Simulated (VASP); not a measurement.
# InSb (F-43m) in VASP: notebook, part 2 of 2

VASP 6.6.1. The steps go on from the part before.

## Step 5: Single point, LDA (volume scaled by 0.98)

INCAR reads:

```
PREC = Accurate
ENCUT = 520
EDIFF = 1E-6
ISMEAR = -1
SIGMA = 0.03
LREAL = False
LASPH = True
NELM = 80
ALGO = Normal
ISIF = 2
LWAVE = False
LCHARG = False
NBANDS = 16
```

KPOINTS reads:

```
regular mesh
0
Gamma
  10 10 10
```

POSCAR reads:

```
InSb
1.0
    0.0000000000      3.2173604188      3.2173604188
    3.2173604188      0.0000000000      3.2173604188
    3.2173604188      3.2173604188      0.0000000000
In Sb
1 1
Direct
    0.0000000000      0.0000000000      0.0000000000
    0.7500000000      0.7500000000      0.7500000000
```

Potentials or basis: VASP PAW LDA potentials, release 64 (In_d, Sb).

On the command line:

```
$ cat potpaw_LDA.64/In_d/POTCAR potpaw_LDA.64/Sb/POTCAR > POTCAR
$ mpirun -np 1 vasp_std > vasp.out
```

OUTCAR:

```text
PREC = Accurate
   ENCUT = 520
   EDIFF = 1E-6
   ISMEAR = -1
   LREAL = False
   LASPH = True
   NELM = 80
   ISIF = 2

 ion  position               nearest neighbor table
   1  0.000  0.000  0.000-   2 2.79   2 2.79   2 2.79   2 2.79
   2  0.750  0.750  0.750-   1 2.79   1 2.79   1 2.79   1 2.79

  LATTYP: Found a face centered cubic cell.
 ALAT       =     6.4347208376

  Lattice vectors:

 A1 = (   0.0000000000,   3.2173604188,   3.2173604188)
 A2 = (   3.2173604188,   0.0000000000,   3.2173604188)
 A3 = (   3.2173604188,   3.2173604188,   0.0000000000)

Analysis of symmetry for initial positions (statically):
=====================================================================
 Subroutine PRICEL returns:
 Original cell was already a primitive cell.

 Routine SETGRP: Setting up the symmetry group for a
 face centered cubic supercell.

 Subroutine GETGRP returns: Found 24 space group operations
 (whereof 24 operations were pure point group operations)
 out of a pool of 48 trial point group operations.

The static configuration has the point symmetry T_d .

Analysis of symmetry for dynamics (positions and initial velocities):
=====================================================================
 Subroutine PRICEL returns:
 Original cell was already a primitive cell.

 Routine SETGRP: Setting up the symmetry group for a
 face centered cubic supercell.

 Subroutine GETGRP returns: Found 24 space group operations
 (whereof 24 operations were pure point group operations)
 out of a pool of 48 trial point group operations.

The dynamic configuration has the point symmetry T_d .

 Subroutine INISYM returns: Found 24 space group operations
 (whereof 24 operations are pure point group operations),
 and found     1 'primitive' translations

----------------------------------------------------------------------------------------

                                     Primitive cell

[... 109 lines left out ...]
     AMIX     =   0.40;   BMIX     =  1.00
     AMIX_MAG =   1.60;   BMIX_MAG =  1.00
  volume/ion in A,a.u.               =      33.30       224.75
  Fermi-wavevector in a.u.,A,eV,Ry     =   1.058415  2.000114 15.241820  1.120242
  Thomas-Fermi vector in A             =   2.193723
   LORBIT       =      0    0 simple, 1 ext, 2 COOP (PROOUT), +10 PAW based schemes
   GGA     = CA    functional components
   LHFCALC =     F    Hartree Fock is set to
   AEXX    =    0.0000 exact exchange contribution
   IVDW    =     0    specifies the selected vdW correction
   LEPSILON=     F    determine dielectric tensor
   LRPA    =     F    only Hartree local field effects (RPA)
 non-spin polarized calculation
  energy-cutoff  :      520.00
  volume of cell :       66.61
 maximum number of plane-waves:      1823
 NGX is ok and might be reduce to    36
   NGX = 17   NGY = 17   NGZ = 17

 number of electron      17.9999998 magnetization

 Free energy of the ion-electron system (eV)
  ---------------------------------------------------
  ext. energy  EPLUGINS =         0.00000000
  ---------------------------------------------------
  free energy    TOTEN  =        -8.21476487 eV

  energy without entropy =       -8.21462345  energy(sigma->0) =       -8.21469416

 E-fermi :   5.1359     XC(G=0):  -9.0787

 val. band max:        5.1117939534   @ k =   0.0000   0.0000   0.0000
 cond. band min:       5.5687540619   @ k =   0.5000   0.0000   0.0000
 fundamental gap:      0.4569601085
 Fermi energy:         5.1359177468

 k-point     1 :       0.0000    0.0000    0.0000
  band No.  band energies     occupation
      1      -9.4931      2.00000
      2      -9.4931      2.00000
      3      -9.4931      2.00000
      4      -9.3998      2.00000
      5      -9.3998      2.00000
      6      -5.7938      2.00000
[... 433 lines left out ...]
      3      -9.4557      2.00000
      4      -9.4153      2.00000
      5      -9.3928      2.00000
      6      -4.3765      2.00000
[... 8 lines left out ...]
     15      14.7092      0.00000
     16      15.1389      0.00000

 [... further k-points ...]

------------------------ aborting loop because EDIFF is reached ----------------------------------------

  FORCE on cell =-STRESS in cart. coord.  units (eV):
  Direction    XX          YY          ZZ          XY          YZ          ZX
  --------------------------------------------------------------------------------------
  -------------------------------------------------------------------------------------
  Total        0.1759044      0.1759044      0.1759044      0.0000000      0.0000000     -0.0000000
  in kB        4.2311476      4.2311476      4.2311476      0.0000000      0.0000000     -0.0000000
  external PRESSURE =       4.2311476 kB  Pullay stress =       0.0000000 kB

 VOLUME and BASIS-vectors are now :
 -----------------------------------------------------------------------------
  energy-cutoff  :      520.00
  volume of cell :       66.61
      direct lattice vectors                 reciprocal lattice vectors
     0.000000000  3.217360419  3.217360419    -0.155406897  0.155406897  0.155406897
     3.217360419  0.000000000  3.217360419     0.155406897 -0.155406897  0.155406897
     3.217360419  3.217360419  0.000000000     0.155406897  0.155406897 -0.155406897

 POSITION                                       TOTAL-FORCE (eV/Angst)
 -----------------------------------------------------------------------------------
      0.00000      0.00000      0.00000        -0.000000     -0.000000     -0.000000
      4.82604      4.82604      4.82604         0.000000      0.000000      0.000000
 -----------------------------------------------------------------------------------
    total drift:                                0.000000      0.000000      0.000000

  FREE ENERGIE OF THE ION-ELECTRON SYSTEM (eV)
  ---------------------------------------------------
  free  energy   TOTEN  =        -8.2147648704 eV

  energy  without entropy=       -8.2146234506  energy(sigma->0) =       -8.21469416
```

OSZICAR:

```text
N       E                     dE             d eps       ncg     rms          rms(c)
DAV:   1     0.113224285245E+03    0.11322E+03   -0.79409E+03  1504   0.113E+03
DAV:   2    -0.117990915021E+01   -0.11440E+03   -0.11078E+03  1808   0.280E+02
DAV:   3    -0.816148537141E+01   -0.69816E+01   -0.69627E+01  1880   0.720E+01
DAV:   4    -0.836587263703E+01   -0.20439E+00   -0.20436E+00  1976   0.143E+01
DAV:   5    -0.837757400636E+01   -0.11701E-01   -0.11701E-01  2264   0.277E+00    0.447E+00
DAV:   6    -0.824816512530E+01    0.12941E+00   -0.15361E-01  2176   0.619E+00    0.252E+00
DAV:   7    -0.821639214859E+01    0.31773E-01   -0.70114E-02  2088   0.246E+00    0.549E-01
DAV:   8    -0.821469141790E+01    0.17007E-02   -0.72008E-03  2008   0.998E-01    0.320E-01
DAV:   9    -0.821478354040E+01   -0.92122E-04   -0.69661E-04  1872   0.238E-01    0.920E-02
DAV:  10    -0.821476138463E+01    0.22156E-04   -0.46789E-05  1720   0.549E-02    0.331E-02
DAV:  11    -0.821476500865E+01   -0.36240E-05   -0.99476E-06  1904   0.386E-02    0.221E-02
DAV:  12    -0.821476487038E+01    0.13827E-06   -0.54697E-07  1336   0.807E-03
   1 F= -.82147649E+01 E0= -.82146942E+01  d E =-.141420E-03
```

Run time: 65 s. Hardware: 1 thread of Intel Xeon Platinum 8259CL at 2.50GHz (Skylake/Cascade Lake), shared host; peak memory 0.21 GiB.

Results:

```yaml
Free_energy: -8.2148 eV
Pressure: 0.4 GPa
Band_gap_on_the_k_mesh: zero (filled and empty bands touch)
```

Levels at points of the mesh, in eV from the Fermi level:
```tsv
k point	band 6	band 7	band 8	band 9	band 10	band 11	band 12	band 13
(0.00, 0.00, 0.00)	-10.93	-0.27	-0.02	-0.02	-0.02	2.88	2.88	2.88
(0.50, 0.00, 0.00)	-9.51	-5.80	-1.07	-1.07	0.43	3.74	3.74	5.90
(0.50, 0.50, 0.00)	-8.87	-6.09	-2.37	-2.37	1.19	1.22	8.14	8.14
```

Caveat: spin-orbit coupling is left out, which moves the levels of the heavy elements.

## Step 6: Single point, LDA (volume scaled by 0.98)

INCAR reads:

```
PREC     = Accurate       # precision mode
ENCUT    = 520            # plane-wave cutoff, eV
EDIFF    = 1E-7           # SCF threshold, eV
ISMEAR   = -1             # smearing method
SIGMA    = 0.03           # smearing width, eV
LREAL    = F              # projectors in reciprocal space
LASPH    = T              # aspherical terms in the spheres
NELM     = 60             # most SCF steps
ALGO     = Normal         # electronic algorithm
ISIF     = 2              # what is computed and relaxed
LWAVE    = F              # write WAVECAR
LCHARG   = F              # write CHGCAR
GGA      = CA             # functional
NBANDS   = 16             # bands
```

KPOINTS is that of step 5.

POSCAR is that of step 5.

Potentials or basis: VASP PAW LDA potentials, release 64 (In_d, Sb).

On the command line:

```
$ cat potpaw_LDA.64/In_d/POTCAR potpaw_LDA.64/Sb/POTCAR > POTCAR
$ mpirun -np 1 vasp_std > vasp.out
```

OUTCAR:

```text
PREC = Accurate
   ENCUT = 520
   EDIFF = 1E-7
   ISMEAR = -1
   LREAL = F
   LASPH = T
   NELM = 60
   ISIF = 2
   GGA = CA

 ion  position               nearest neighbor table
   1  0.000  0.000  0.000-   2 2.79   2 2.79   2 2.79   2 2.79
   2  0.750  0.750  0.750-   1 2.79   1 2.79   1 2.79   1 2.79

  LATTYP: Found a face centered cubic cell.
 ALAT       =     6.4347208376

  Lattice vectors:

 A1 = (   0.0000000000,   3.2173604188,   3.2173604188)
 A2 = (   3.2173604188,   0.0000000000,   3.2173604188)
 A3 = (   3.2173604188,   3.2173604188,   0.0000000000)

Analysis of symmetry for initial positions (statically):
=====================================================================
 Subroutine PRICEL returns:
 Original cell was already a primitive cell.

 Routine SETGRP: Setting up the symmetry group for a
 face centered cubic supercell.

 Subroutine GETGRP returns: Found 24 space group operations
 (whereof 24 operations were pure point group operations)
 out of a pool of 48 trial point group operations.

The static configuration has the point symmetry T_d .

Analysis of symmetry for dynamics (positions and initial velocities):
=====================================================================
 Subroutine PRICEL returns:
 Original cell was already a primitive cell.

 Routine SETGRP: Setting up the symmetry group for a
 face centered cubic supercell.

 Subroutine GETGRP returns: Found 24 space group operations
 (whereof 24 operations were pure point group operations)
 out of a pool of 48 trial point group operations.

The dynamic configuration has the point symmetry T_d .

 Subroutine INISYM returns: Found 24 space group operations
 (whereof 24 operations are pure point group operations),
 and found     1 'primitive' translations

----------------------------------------------------------------------------------------

                                     Primitive cell

  volume of cell :      66.6084

  direct lattice vectors                    reciprocal lattice vectors
     0.000000000  3.217360419  3.217360419    -0.155406897  0.155406897  0.155406897
     3.217360419  0.000000000  3.217360419     0.155406897 -0.155406897  0.155406897
     3.217360419  3.217360419  0.000000000     0.155406897  0.155406897 -0.155406897

  length of vectors
     4.550034739  4.550034739  4.550034739     0.269172642  0.269172642  0.269172642

  position of ions in fractional coordinates (direct lattice)
     0.000000000  0.000000000  0.000000000
     0.750000000  0.750000000  0.750000000

  ion indices of the primitive-cell ions
   primitive index   ion index
                 1           1
                 2           2

----------------------------------------------------------------------------------------

 KPOINTS: regular mesh

Automatic generation of k-mesh.
 Grid dimensions read from file:
 generate k-points for:   10   10   10

 Generating k-lattice:

  Cartesian coordinates                     Fractional coordinates (reciprocal lattice)
    -0.015540690  0.015540690  0.015540690     0.100000000  0.000000000  0.000000000
     0.015540690 -0.015540690  0.015540690     0.000000000  0.100000000  0.000000000
     0.015540690  0.015540690 -0.015540690     0.000000000  0.000000000  0.100000000

  Length of vectors
     0.026917264  0.026917264  0.026917264

  Shift w.r.t. Gamma in fractional coordinates (k-lattice)
     0.000000000  0.000000000  0.000000000

 Subroutine IBZKPT returns following result:
 ===========================================

 Found     47 irreducible k-points:

 Following reciprocal coordinates:
            Coordinates               Weight
  0.000000  0.000000  0.000000      1.000000
  0.100000  0.000000  0.000000      8.000000
  0.200000  0.000000  0.000000      8.000000
  0.300000  0.000000  0.000000      8.000000
  0.400000  0.000000  0.000000      8.000000
  0.500000  0.000000  0.000000      4.000000
[... 16 lines left out ...]
  0.300000  0.300000  0.000000      6.000000
  0.400000  0.300000  0.000000     24.000000
 [... further k-points ...]
   k-points           NKPTS =     47   k-points in BZ     NKDIM =     47   number of bands    NBANDS=     16
   number of dos      NEDOS =    301   number of ions     NIONS =      2
   total plane-waves  NPLWV =  46656
   dimension x,y,z NGX =    36 NGY =   36 NGZ =   36
   dimension x,y,z NGXF=    72 NGYF=   72 NGZF=   72
   ions per type =               1   1
   NGX,Y,Z   is equivalent  to a cutoff of  13.15, 13.15, 13.15 a.u.
   NGXF,Y,Z  is equivalent  to a cutoff of  26.31, 26.31, 26.31 a.u.
 SYSTEM =  unknown system
   PREC   = accura    normal or accurate (medium, high low for compatibility)
   ISTART =      0    job   : 0-new  1-cont  2-samecut
   ICHARG =      2    charge: 1-file 2-atom 10-const
   ISPIN  =      1    spin polarized calculation?
   LNONCOLLINEAR =      F non collinear calculations
   LSORBIT =      F    spin-orbit coupling
   LASPH  =      T    aspherical Exc in radial PAW
   ENCUT  =  520.0 eV  38.22 Ry    6.18 a.u.   8.46  8.46  8.46*2*pi/ulx,y,z
   NELM   =     60;   NELMIN=  2; NELMDL= -5     # of ELM steps
   EDIFF  = 0.1E-06   stopping-criterion for ELM
   LREAL  =      F    real-space projection
   EDIFFG = 0.1E-05   stopping-criterion for IOM
   NSW    =      0    number of steps for IOM
   IBRION =     -1    ionic relax: 0-MD 1-quasi-New 2-CG
   NFREE  =      0    steps in history (QN), initial steepest desc. (CG)
   ISIF   =      2    stress and relaxation
   ISYM   =      2    0-nonsym 1-usesym 2-fastsym
   POTIM  = 0.5000    time-step for ionic-motion
   TEBEG  =    0.0;   TEEND  =   0.0 temperature during run
   PSTRESS=    0.0 pullay stress
   NELECT =      18.0000    total number of electrons
   NUPDOWN=      -1.0000    fix difference up-down
   EMIN   =  10.00;   EMAX   =-10.00  energy-range for DOS
   EFERMI =   0.00;   METHOD = LEGACY
   ISMEAR =    -1;   SIGMA  =   0.03  broadening in eV -4-tet -1-fermi 0-gaus
   EFERMI_NEDOS =   21; number of points for ismear=-14 and -15
   IALGO  =     38    algorithm
   IMIX   =      4    mixing-type and parameters
     AMIX     =   0.40;   BMIX     =  1.00
     AMIX_MAG =   1.60;   BMIX_MAG =  1.00
  volume/ion in A,a.u.               =      33.30       224.75
  Fermi-wavevector in a.u.,A,eV,Ry     =   1.058415  2.000114 15.241820  1.120242
  Thomas-Fermi vector in A             =   2.193723
   LORBIT       =      0    0 simple, 1 ext, 2 COOP (PROOUT), +10 PAW based schemes
   GGA     = CA    functional components
   LHFCALC =     F    Hartree Fock is set to
   AEXX    =    0.0000 exact exchange contribution
   IVDW    =     0    specifies the selected vdW correction
   LEPSILON=     F    determine dielectric tensor
   LRPA    =     F    only Hartree local field effects (RPA)
 non-spin polarized calculation
  energy-cutoff  :      520.00
  volume of cell :       66.61
 maximum number of plane-waves:      1823
 NGX is ok and might be reduce to    36
   NGX = 17   NGY = 17   NGZ = 17

 number of electron      17.9999998 magnetization

 Free energy of the ion-electron system (eV)
  ---------------------------------------------------
  ext. energy  EPLUGINS =         0.00000000
  ---------------------------------------------------
  free energy    TOTEN  =        -8.21476489 eV

  energy without entropy =       -8.21462347  energy(sigma->0) =       -8.21469418

 E-fermi :   5.1360     XC(G=0):  -9.0786

 val. band max:        5.1118528765   @ k =   0.0000   0.0000   0.0000
 cond. band min:       5.5688257224   @ k =   0.5000   0.0000   0.0000
 fundamental gap:      0.4569728460
 Fermi energy:         5.1359763696

 k-point     1 :       0.0000    0.0000    0.0000
  band No.  band energies     occupation
      1      -9.4930      2.00000
      2      -9.4930      2.00000
      3      -9.4930      2.00000
      4      -9.3997      2.00000
      5      -9.3997      2.00000
      6      -5.7938      2.00000
[... 8 lines left out ...]
     15      13.4124      0.00000
     16      13.4124      0.00000
[... 419 lines left out ...]
 k-point    24 :       0.4000    0.3000    0.0000
  band No.  band energies     occupation
      1      -9.5645      2.00000
      2      -9.4567      2.00000
      3      -9.4556      2.00000
      4      -9.4152      2.00000
      5      -9.3927      2.00000
      6      -4.3764      2.00000
[... 8 lines left out ...]
     15      14.7093      0.00000
     16      15.1390      0.00000

 [... further k-points ...]

------------------------ aborting loop because EDIFF is reached ----------------------------------------

  FORCE on cell =-STRESS in cart. coord.  units (eV):
  Direction    XX          YY          ZZ          XY          YZ          ZX
  --------------------------------------------------------------------------------------
  -------------------------------------------------------------------------------------
  Total        0.1787013      0.1787013      0.1787013     -0.0000000      0.0000000      0.0000000
  in kB        4.2984228      4.2984228      4.2984228     -0.0000000      0.0000000      0.0000000
  external PRESSURE =       4.2984228 kB  Pullay stress =       0.0000000 kB

 VOLUME and BASIS-vectors are now :
 -----------------------------------------------------------------------------
  energy-cutoff  :      520.00
  volume of cell :       66.61
      direct lattice vectors                 reciprocal lattice vectors
     0.000000000  3.217360419  3.217360419    -0.155406897  0.155406897  0.155406897
     3.217360419  0.000000000  3.217360419     0.155406897 -0.155406897  0.155406897
     3.217360419  3.217360419  0.000000000     0.155406897  0.155406897 -0.155406897

 POSITION                                       TOTAL-FORCE (eV/Angst)
 -----------------------------------------------------------------------------------
      0.00000      0.00000      0.00000         0.000000      0.000000      0.000000
      4.82604      4.82604      4.82604        -0.000000     -0.000000     -0.000000
 -----------------------------------------------------------------------------------
    total drift:                                0.000000      0.000000      0.000000

  FREE ENERGIE OF THE ION-ELECTRON SYSTEM (eV)
  ---------------------------------------------------
  free  energy   TOTEN  =        -8.2147648899 eV

  energy  without entropy=       -8.2146234721  energy(sigma->0) =       -8.21469418
```

It took 81 s on 1 thread of Intel Xeon Platinum 8259CL at 2.50GHz (Skylake/Cascade Lake), shared host; peak memory 0.21 GiB.

Results:

* Free energy: -8.2148 eV
* Pressure: 0.4 GPa
* Band gap on the k mesh: zero (filled and empty bands touch)

Caveat: spin-orbit coupling is left out, which moves the levels of the heavy elements.

## Step 7: Overview

```csv
cell,gap on the mesh (eV),pressure (GPa)
"a = 4.487 Å, angles 60.0°, 2 atoms",none,2.7
"a = 4.488 Å, angles 60.0°, 2 atoms",none,2.6
"a = 4.519 Å, angles 60.0°, 2 atoms",none,1.5
"a = 4.550 Å, angles 60.0°, 2 atoms",none,0.4
```

Alike in all rows: task single point; level LDA; potentials or basis VASP PAW LDA potentials, release 64 (In_d, Sb); no spin polarisation; k mesh 10 × 10 × 10; cutoff (eV) 520; smearing fermi-dirac 0.03 eV.

Caveats: spin-orbit coupling is left out, which moves the levels of the heavy elements.

Total energies depend on the potentials used, so only differences within one code and one set of settings carry meaning.
